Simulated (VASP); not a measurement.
Here is a VASP 6.6.1 calculation.

File POSCAR:

```
In
1.0
    0.0000000000      2.3942798646      2.3942798646
    2.3942798646      0.0000000000      2.3942798646
    2.3942798646      2.3942798646      0.0000000000
In
1
Direct
    0.0000000000      0.0000000000      0.0000000000
```

INCAR.step1

```
  ALGO = Normal
  EDIFF = 1E-5
  ENCUT = 520
  GGA = PE
  ISIF = 2
  ISMEAR = -1
  LASPH = T
  LREAL = F
  LWAVE = T
  NBANDS = 12
  NELM = 100
  PREC = Accurate
  SIGMA = 0.1
```

INCAR.step2

```
  ALGO = Normal
  EDIFF = 1E-6
  ENCUT = 520
  GGA = PE
  HFSCREEN = 0.2079
  ISIF = 2
  ISMEAR = -1
  ISTART = 1
  LASPH = T
  LCHARG = T
  LELF = T
  LHFCALC = T
  LREAL = F
  LVHAR = T
  LWAVE = F
  NBANDS = 12
  NELM = 100
  PREC = Accurate
  PRECFOCK = Normal
  SIGMA = 0.1
```

Contents of KPOINTS:

```
k-points
0
Gamma
  6 6 6
```

Potentials or basis: VASP PAW PBE potentials, release 64 (In_d).

The run is started by

```console
$ cat potpaw_PBE.64/In_d/POTCAR > POTCAR
$ cp INCAR.step1 INCAR
$ mpirun -np 1 vasp_std > vasp.out
$ cp INCAR.step2 INCAR
$ mpirun -np 1 vasp_std > vasp.out
```

Q: Predict the pressure.

A: -2.3 GPa.

Caveat: the k points lie up to 0.38 Å⁻¹ apart; the PAW data sets were made with another functional, which shifts forces and pressure a little.
